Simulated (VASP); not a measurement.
# TlB in VASP: a series of runs

Runs on TlB. Level: PBE. Tasks: single point.

All numbers are computed with VASP 6.6.1; they aren't measurements. Logs are shortened: lines on timing, memory, paths and dates and some standing lists are left out, and cuts for length are marked.

## 1. The cell of the first run

The typed cell holds 8 atoms: a = 3.663 Å, b = 6.346 Å, c = 6.346 Å, α = 109.49°, β = 90.02°, γ = 90.02°.

## 2. Single point, PBE

The input, INCAR:

```
SYSTEM = TlB
PREC     = Accurate       ! precision mode
ENCUT    = 520            ! plane-wave cutoff, eV
EDIFF    = 1E-7           ! SCF threshold, eV
ISMEAR   = 0              ! smearing method
SIGMA    = 0.2            ! smearing width, eV
LREAL    = .False.        ! projectors in reciprocal space
LASPH    = .True.         ! aspherical terms in the spheres
NELM     = 80             ! most SCF steps
ALGO     = Normal         ! electronic algorithm
ISIF     = 2              ! what is computed and relaxed
LWAVE    = .False.        ! write WAVECAR
LCHARG   = .False.        ! write CHGCAR
GGA      = PE             ! functional
NBANDS   = 42             ! bands
```

The input, KPOINTS:

```
regular mesh
0
Gamma
  6 4 4
  0 0 0
```

The input, POSCAR:

```
TlB
1.0
   -1.8320714899     -1.8320714899      2.5895246467
    5.4962144698     -1.8320714899      2.5895246467
   -1.8320714899      5.4962144698      2.5895246467
Tl B
4 4
Direct
    0.5000000000      0.2500000000      0.2500000000
    1.0000000000      0.7500000000      0.2500000000
    0.0000000000      0.2500000000      0.7500000000
    0.5000000000      0.7500000000      0.7500000000
    0.0000000000      0.0000000000      0.0000000000
    0.5000000000      0.5000000000      1.0000000000
    0.5000000000      1.0000000000      0.5000000000
    0.0000000000      0.5000000000      0.5000000000
```

Potentials or basis: VASP PAW PBE potentials, release 64 (Tl_d, B).

The run is started by

```console
$ cat potpaw_PBE.64/Tl_d/POTCAR potpaw_PBE.64/B/POTCAR > POTCAR
$ mpirun -np 1 vasp_std > vasp.out
```

OUTCAR:

```text
SYSTEM = TlB
   PREC = Accurate
   ENCUT = 520
   EDIFF = 1E-7
   ISMEAR = 0
   LREAL = .False.
   LASPH = .True.
   NELM = 80
   ISIF = 2
   GGA = PE

 ion  position               nearest neighbor table
   1  0.500  0.250  0.250-   8 2.59   5 2.59   7 2.59   5 2.59   6 2.59   8 2.59   2 3.66   3 3.66
                             3 3.66   2 3.66   4 3.66   4 3.66   2 3.66   3 3.66   2 3.66   3 3.66
   2  0.000  0.750  0.250-   7 2.59   6 2.59   5 2.59   8 2.59   6 2.59   7 2.59   1 3.66   4 3.66
                             4 3.66   1 3.66   3 3.66   3 3.66   1 3.66   4 3.66   1 3.66   4 3.66
   3  0.000  0.250  0.750-   6 2.59   7 2.59   7 2.59   8 2.59   6 2.59   5 2.59   1 3.66   4 3.66
                             1 3.66   4 3.66   2 3.66   2 3.66   4 3.66   1 3.66   1 3.66   4 3.66
   4  0.500  0.750  0.750-   5 2.59   8 2.59   7 2.59   8 2.59   5 2.59   6 2.59   2 3.66   3 3.66
                             2 3.66   3 3.66   1 3.66   1 3.66   3 3.66   2 3.66   2 3.66   3 3.66
   5  0.000  0.000  0.000-   1 2.59   4 2.59   3 2.59   4 2.59   1 2.59   2 2.59
   6  0.500  0.500  0.000-   2 2.59   3 2.59   3 2.59   4 2.59   2 2.59   1 2.59
   7  0.500  0.000  0.500-   3 2.59   2 2.59   1 2.59   4 2.59   2 2.59   3 2.59
   8  0.000  0.500  0.500-   4 2.59   1 2.59   3 2.59   1 2.59   2 2.59   4 2.59

  LATTYP: Found a base centered monoclinic cell.
 ALAT       =     7.3262841289
 B/A-ratio  =     1.4145999815
 C/A-ratio  =     0.5000000000
 COS(beta)  =    -0.0005465538

  Lattice vectors:

 A1 = (   5.4962144698,  -1.8320714899,   2.5895246467)
 A2 = (  -1.8320714899,   5.4962144698,   2.5895246467)
 A3 = (  -1.8320714899,  -1.8320714899,   2.5895246467)

Analysis of symmetry for initial positions (statically):
=====================================================================
 Subroutine PRICEL returns following result:

  LATTYP: Found a body centered tetragonal cell.
 ALAT       =     3.6641429798
 C/A-ratio  =     1.4134408297

  Lattice vectors:

 A1 = (  -1.8320714899,   1.8320714900,   2.5895246467)
 A2 = (   1.8320714900,  -1.8320714899,   2.5895246467)
 A3 = (   1.8320714899,   1.8320714899,  -2.5895246467)

   4 primitive cells build up your supercell.

 Routine SETGRP: Setting up the symmetry group for a
 base centered monoclinic supercell.

 Subroutine GETGRP returns: Found  4 space group operations
 (whereof  4 operations were pure point group operations)
 out of a pool of  4 trial point group operations.

The static configuration has the point symmetry C_2h.

Analysis of symmetry for dynamics (positions and initial velocities):
=====================================================================
 Subroutine PRICEL returns following result:

  LATTYP: Found a body centered tetragonal cell.
 ALAT       =     3.6641429798
 C/A-ratio  =     1.4134408297

  Lattice vectors:

 A1 = (  -1.8320714899,   1.8320714900,   2.5895246467)
 A2 = (   1.8320714900,  -1.8320714899,   2.5895246467)
 A3 = (   1.8320714899,   1.8320714899,  -2.5895246467)

   4 primitive cells build up your supercell.

 Routine SETGRP: Setting up the symmetry group for a
 base centered monoclinic supercell.

 Subroutine GETGRP returns: Found  4 space group operations
 (whereof  4 operations were pure point group operations)
 out of a pool of  4 trial point group operations.

The dynamic configuration has the point symmetry C_2h.

 Subroutine INISYM returns: Found  4 space group operations
 (whereof  4 operations are pure point group operations),
 and found     4 'primitive' translations

----------------------------------------------------------------------------------------

                                     Primitive cell

  volume of cell :      34.7668

  direct lattice vectors                    reciprocal lattice vectors
    -1.832071490  1.832071490  2.589524647     0.000000000  0.272915114  0.193085631
     1.832071490 -1.832071490  2.589524647     0.272915114  0.000000000  0.193085631
     1.832071490  1.832071490 -2.589524647     0.272915114  0.272915114 -0.000000000

  length of vectors
     3.663142064  3.663142064  3.663142064     0.334312310  0.334312310  0.385960256

  position of ions in fractional coordinates (direct lattice)
     0.500000000  0.500000000  1.000000000
     1.000000000  0.000000000  0.000000000

  ion indices of the primitive-cell ions
   primitive index   ion index
                 1           1
                 2           7

----------------------------------------------------------------------------------------

 KPOINTS: regular mesh

Automatic generation of k-mesh.
 Grid dimensions read from file:
 generate k-points for:    6    4    4

 Generating k-lattice:

  Cartesian coordinates                     Fractional coordinates (reciprocal lattice)
    -0.022742926 -0.022742926  0.032180938     0.166666667 -0.000000000 -0.000000000
     0.034114389  0.000000000  0.024135704     0.000000000  0.250000000  0.000000000
     0.000000000  0.034114389  0.024135704     0.000000000  0.000000000  0.250000000

  Length of vectors
     0.045498288  0.041789039  0.041789039

  Shift w.r.t. Gamma in fractional coordinates (k-lattice)
     0.000000000  0.000000000  0.000000000

 Subroutine IBZKPT returns following result:
 ===========================================

 Found     34 irreducible k-points:

 Following reciprocal coordinates:
            Coordinates               Weight
  0.000000  0.000000  0.000000      1.000000
  0.166667  0.000000  0.000000      2.000000
  0.333333 -0.000000 -0.000000      2.000000
  0.500000  0.000000  0.000000      1.000000
  0.000000  0.250000  0.000000      4.000000
  0.166667  0.250000  0.000000      4.000000
[... 16 lines left out ...]
  0.333333  0.500000  0.250000      4.000000
  0.500000  0.500000  0.250000      4.000000
 [... further k-points ...]
   k-points           NKPTS =     34   k-points in BZ     NKDIM =     34   number of bands    NBANDS=     42
   number of dos      NEDOS =    301   number of ions     NIONS =      8
   total plane-waves  NPLWV =  64512
   dimension x,y,z NGX =    28 NGY =   48 NGZ =   48
   dimension x,y,z NGXF=    56 NGYF=   96 NGZF=   96
   ions per type =               4   4
   NGX,Y,Z   is equivalent  to a cutoff of  12.71, 12.57, 12.57 a.u.
   NGXF,Y,Z  is equivalent  to a cutoff of  25.41, 25.15, 25.15 a.u.
 SYSTEM =  TlB
   PREC   = accura    normal or accurate (medium, high low for compatibility)
   ISTART =      0    job   : 0-new  1-cont  2-samecut
   ICHARG =      2    charge: 1-file 2-atom 10-const
   ISPIN  =      1    spin polarized calculation?
   LNONCOLLINEAR =      F non collinear calculations
   LSORBIT =      F    spin-orbit coupling
   LASPH  =      T    aspherical Exc in radial PAW
   ENCUT  =  520.0 eV  38.22 Ry    6.18 a.u.   6.81 11.80 11.80*2*pi/ulx,y,z
   NELM   =     80;   NELMIN=  2; NELMDL= -5     # of ELM steps
   EDIFF  = 0.1E-06   stopping-criterion for ELM
   LREAL  =      F    real-space projection
   EDIFFG = 0.1E-05   stopping-criterion for IOM
   NSW    =      0    number of steps for IOM
   IBRION =     -1    ionic relax: 0-MD 1-quasi-New 2-CG
   NFREE  =      0    steps in history (QN), initial steepest desc. (CG)
   ISIF   =      2    stress and relaxation
   ISYM   =      2    0-nonsym 1-usesym 2-fastsym
   POTIM  = 0.5000    time-step for ionic-motion
   TEBEG  =    0.0;   TEEND  =   0.0 temperature during run
   PSTRESS=    0.0 pullay stress
   NELECT =      64.0000    total number of electrons
   NUPDOWN=      -1.0000    fix difference up-down
   EMIN   =  10.00;   EMAX   =-10.00  energy-range for DOS
   EFERMI =   0.00;   METHOD = LEGACY
   ISMEAR =     0;   SIGMA  =   0.20  broadening in eV -4-tet -1-fermi 0-gaus
   EFERMI_NEDOS =   21; number of points for ismear=-14 and -15
   IALGO  =     38    algorithm
   IMIX   =      4    mixing-type and parameters
     AMIX     =   0.40;   BMIX     =  1.00
     AMIX_MAG =   1.60;   BMIX_MAG =  1.00
  volume/ion in A,a.u.               =      17.38       117.31
  Fermi-wavevector in a.u.,A,eV,Ry     =   1.263940  2.388501 21.735918  1.597545
  Thomas-Fermi vector in A             =   2.397271
   LORBIT       =      0    0 simple, 1 ext, 2 COOP (PROOUT), +10 PAW based schemes
   GGA     = PE    functional components
   LHFCALC =     F    Hartree Fock is set to
   AEXX    =    0.0000 exact exchange contribution
   IVDW    =     0    specifies the selected vdW correction
   LEPSILON=     F    determine dielectric tensor
   LRPA    =     F    only Hartree local field effects (RPA)
 non-spin polarized calculation
 Gauss-broadening in eV      SIGMA  =   0.20
  energy-cutoff  :      520.00
  volume of cell :      139.07
 maximum number of plane-waves:      3787
   NGX = 13   NGY = 23   NGZ = 23

 number of electron      64.0000006 magnetization

 Free energy of the ion-electron system (eV)
  ---------------------------------------------------
  ext. energy  EPLUGINS =         0.00000000
  ---------------------------------------------------
  free energy    TOTEN  =       -23.80828253 eV

  energy without entropy =      -23.73758950  energy(sigma->0) =      -23.77293601

 E-fermi :   6.6338     XC(G=0): -10.8780

 val. band max:        6.6286502557   @ k =  -0.1667   0.5000   0.2500
 cond. band min:       6.6497917097   @ k =   0.1667   0.5000   0.5000
 fundamental gap:      0.0211414540
 Fermi energy:         6.6338009216

 k-point     1 :       0.0000    0.0000    0.0000
  band No.  band energies     occupation
      1      -5.4395      2.00000
      2      -4.8983      2.00000
      3      -4.8724      2.00000
      4      -4.8724      2.00000
      5      -4.8657      2.00000
      6      -4.8657      2.00000
[... 34 lines left out ...]
     41      12.4638      0.00000
     42      12.4694      0.00000
[... 994 lines left out ...]
      2      -5.3513      2.00000
      3      -4.9404      2.00000
      4      -4.9404      2.00000
      5      -4.8618      2.00000
      6      -4.8615      2.00000
[... 34 lines left out ...]
     41      12.4586      0.00000
     42      12.4591      0.00000

 [... further k-points ...]

------------------------ aborting loop because EDIFF is reached ----------------------------------------

  FORCE on cell =-STRESS in cart. coord.  units (eV):
  Direction    XX          YY          ZZ          XY          YZ          ZX
  --------------------------------------------------------------------------------------
  -------------------------------------------------------------------------------------
  Total       -0.0081346     -0.0081346      0.4103687      0.3761540      0.1644610      0.1644611
  in kB       -0.0937183     -0.0937183      4.7278097      4.3336263      1.8947361      1.8947368
  external PRESSURE =       1.5134577 kB  Pullay stress =       0.0000000 kB

 VOLUME and BASIS-vectors are now :
 -----------------------------------------------------------------------------
  energy-cutoff  :      520.00
  volume of cell :      139.07
      direct lattice vectors                 reciprocal lattice vectors
    -1.832071490 -1.832071490  2.589524647    -0.136457557 -0.136457557  0.193085631
     5.496214470 -1.832071490  2.589524647     0.136457557  0.000000000  0.096542815
    -1.832071490  5.496214470  2.589524647     0.000000000  0.136457557  0.096542815

 POSITION                                       TOTAL-FORCE (eV/Angst)
 -----------------------------------------------------------------------------------
      0.00000      0.00000      2.58952        -0.000000      0.000000      0.000000
      3.66414      0.00000      2.58952        -0.000000      0.000000     -0.000000
      0.00000      3.66414      2.58952         0.000000     -0.000000      0.000000
      1.83207      1.83207      5.17905         0.000000      0.000000     -0.000000
      0.00000      0.00000      0.00000        -0.000000      0.000000     -0.000000
      1.83207     -1.83207      2.58952        -0.000000     -0.000000     -0.000000
     -1.83207      1.83207      2.58952         0.000000      0.000000     -0.000000
      1.83207      1.83207      2.58952         0.000000     -0.000000     -0.000000
 -----------------------------------------------------------------------------------
    total drift:                                0.000000      0.000000      0.000000

  FREE ENERGIE OF THE ION-ELECTRON SYSTEM (eV)
  ---------------------------------------------------
  free  energy   TOTEN  =       -23.8082825265 eV

  energy  without entropy=      -23.7375895034  energy(sigma->0) =      -23.77293601
```

Wall time 2.5 min (1 thread of Intel Xeon Platinum 8259CL at 2.50GHz (Skylake/Cascade Lake), shared host); peak memory 0.33 GiB.

What came out:

| Property | Result |
| --- | --- |
| Free energy | -23.8083 eV |
| Pressure | 0.2 GPa |
| Band gap on the k mesh | zero (bands 32 and 33 overlap by 2.78 eV) |

Stress tensor (GPa, compression positive):
```
-0.01  0.43  0.19
 0.43 -0.01  0.19
 0.19  0.19  0.47
```

Caveat: spin-orbit coupling is left out, which moves the levels of the heavy elements.

## 3. Single point, PBE

This run uses another cell than the first one: it holds 2 atoms, not 8.

The input, INCAR:

```
  PREC = Accurate
  ENCUT = 520
  EDIFF = 1E-7
  ISMEAR = 0
  SIGMA = 0.1
  LREAL = F
  LASPH = T
  NELM = 100
  ALGO = Normal
  ISIF = 2
  LWAVE = F
  LCHARG = T
  GGA = PE
  LELF = T
  LVHAR = T
  NBANDS = 15
```

The input, KPOINTS:

```
Automatic mesh
0
Gamma
  20 20 20
```

The input, POSCAR:

```
TlB
1.0
   -1.8320714899      1.8320714899      2.5895246467
    1.8320714899     -1.8320714899      2.5895246467
    1.8320714899      1.8320714899     -2.5895246467
Tl B
1 1
Direct
    0.5000000000      0.5000000000      0.0000000000
    0.0000000000      0.0000000000      0.0000000000
```

Potentials or basis: VASP PAW PBE potentials, release 64 (Tl_d, B).

The run is started by

```console
$ cat potpaw_PBE.64/Tl_d/POTCAR potpaw_PBE.64/B/POTCAR > POTCAR
$ mpirun -np 1 vasp_std > vasp.out
```

Run time: 3.9 min. Hardware: 1 thread of Intel Xeon Platinum 8259CL at 2.50GHz (Skylake/Cascade Lake), shared host; peak memory 0.43 GiB.

The run converged. Its results:

* Free energy: -5.9388 eV
* Pressure: 0.0 GPa
* Band gap on the k mesh: zero (bands 8 and 9 overlap by 5.33 eV)

Levels at points of the mesh, in eV from the Fermi level:
```tsv
k point	band 6	band 7	band 8	band 9	band 10	band 11
(0.00, 0.00, 0.00)	-11.20	1.26	1.27	1.27	3.62	10.25
(0.50, 0.00, 0.00)	-7.13	-6.86	2.47	2.47	4.76	5.87
(0.50, 0.50, 0.00)	-5.70	-4.35	-1.10	-1.09	-1.01	6.87
(0.50, 0.50, 0.50)	-5.69	-4.34	-1.10	-1.10	-1.02	6.86
```

Caveat: spin-orbit coupling is left out, which moves the levels of the heavy elements.

## 4. Single point, PBE

The input, INCAR:

```
  ALGO = Normal
  EDIFF = 1E-6
  ENCUT = 520
  GGA = PE
  ISIF = 2
  ISMEAR = 0
  LASPH = True
  LCHARG = False
  LREAL = False
  LWAVE = False
  NBANDS = 42
  NELM = 80
  PREC = Accurate
  SIGMA = 0.2
```

The input, KPOINTS:

```
k-points
0
Gamma
  6 4 4
```

The input, POSCAR:

```
TlB
1.0
   -1.8279129171     -1.8283968980      2.5825590129
    5.4888441617     -1.8004819044      2.6064252646
   -1.7996141802      5.5037456851      2.6161140435
Tl B
4 4
Direct
    0.5001277993      0.2498569451      0.2500484500
    1.0001042950      0.7499554495      0.2499302031
   -0.0000363859      0.2500398452      0.7499634212
    0.4999948956      0.7499552404      0.7500460310
   -0.0039450608     -0.0009187172     -0.0002540137
    0.5011521305      0.4993669579      1.0001524278
    0.4987103888      1.0006567939      0.4998884871
    0.0038919376      0.5010874851      0.5002249935
```

The run is started by

```console
$ cat potpaw_PBE.64/Tl_d/POTCAR potpaw_PBE.64/B/POTCAR > POTCAR
$ mpirun -np 1 vasp_std > vasp.out
```

It took 4 min on 1 thread of Intel Xeon Platinum 8259CL at 2.50GHz (Skylake/Cascade Lake), shared host; peak memory 0.38 GiB.

It converged, with:

* Free energy: -23.8116 eV
* Pressure: 0.0 GPa
* Largest force: 0.006 eV/Å
* Band gap on the k mesh: zero (bands 32 and 33 overlap by 2.74 eV)

Forces in eV/Å, atoms in the order of the input:
```
Tl   0.006 -0.002  0.000
Tl   0.000  0.003  0.000
Tl  -0.002  0.002  0.000
Tl   0.003 -0.003  0.000
B   -0.001 -0.001  0.003
B   -0.003  0.000 -0.001
B   -0.001  0.000  0.001
B   -0.003  0.001 -0.004
```

Stress tensor (GPa, compression positive):
```
 0.03 -0.06  0.03
-0.06 -0.03  0.01
 0.03  0.01  0.04
```

Levels at points of the mesh, in eV from the Fermi level:
| k point | band 28 | band 29 | band 30 | band 31 | band 32 | band 33 | band 34 | band 35 | band 36 | band 37 |
| --- | --- | --- | --- | --- | --- | --- | --- | --- | --- | --- |
| (0.00, 0.00, 0.00) | -1.25 | -1.15 | -1.08 | 1.16 | 1.20 | 1.30 | 2.42 | 2.43 | 2.45 | 2.46 |
| (0.50, 0.00, 0.00) | -3.62 | -2.88 | -2.88 | -2.88 | -2.87 | -1.55 | -1.55 | 1.93 | 1.93 | 3.97 |
| (0.00, 0.50, 0.00) | -2.40 | -0.98 | -0.98 | 0.22 | 0.23 | 1.68 | 1.68 | 1.76 | 1.76 | 2.25 |
| (0.50, 0.50, 0.00) | -4.64 | -1.11 | -1.11 | -1.11 | -1.08 | 0.19 | 0.20 | 0.20 | 0.20 | 2.28 |
| (0.00, 0.00, 0.50) | -2.44 | -1.00 | -0.99 | 0.22 | 0.22 | 1.70 | 1.72 | 1.75 | 1.77 | 2.24 |
| (0.50, 0.00, 0.50) | -4.62 | -1.11 | -1.10 | -1.09 | -1.07 | 0.17 | 0.17 | 0.18 | 0.19 | 2.27 |
| (0.00, 0.50, 0.50) | -1.58 | -0.63 | -0.63 | -0.02 | -0.02 | 0.13 | 0.13 | 1.99 | 1.99 | 2.59 |
| (0.50, 0.50, 0.50) | -4.38 | -1.18 | -1.16 | -1.08 | -1.08 | -1.03 | -1.02 | 2.37 | 2.38 | 2.43 |

Caveat: spin-orbit coupling is left out, which moves the levels of the heavy elements.

## 5. Overview

```csv
cell,k mesh,smearing,gap on the mesh (eV),pressure (GPa)
"a = 3.663, b = 6.346, c = 6.346 Å, angles 109.5, 90.0, 90.0°, 8 atoms, atomic positions A",6 × 4 × 4,gaussian 0.2 eV,none,0.2
"a = 3.663 Å, angles 120.0, 120.0, 90.0°, 2 atoms, atomic positions B",20 × 20 × 20,gaussian 0.1 eV,none,0.0
"a = 3.654, b = 6.337, c = 6.354 Å, angles 108.8, 90.0, 90.0°, 8 atoms, atomic positions C",6 × 4 × 4,gaussian 0.2 eV,none,0.0
```

Alike in all rows: task single point; level PBE; potentials or basis VASP PAW PBE potentials, release 64 (Tl_d, B); no spin polarisation; cutoff (eV) 520.

Caveats: spin-orbit coupling is left out, which moves the levels of the heavy elements.

Total energies depend on the potentials used, so only differences within one code and one set of settings carry meaning.

The gap in the log of VASP goes by the Fermi energy; the results here count the filled bands.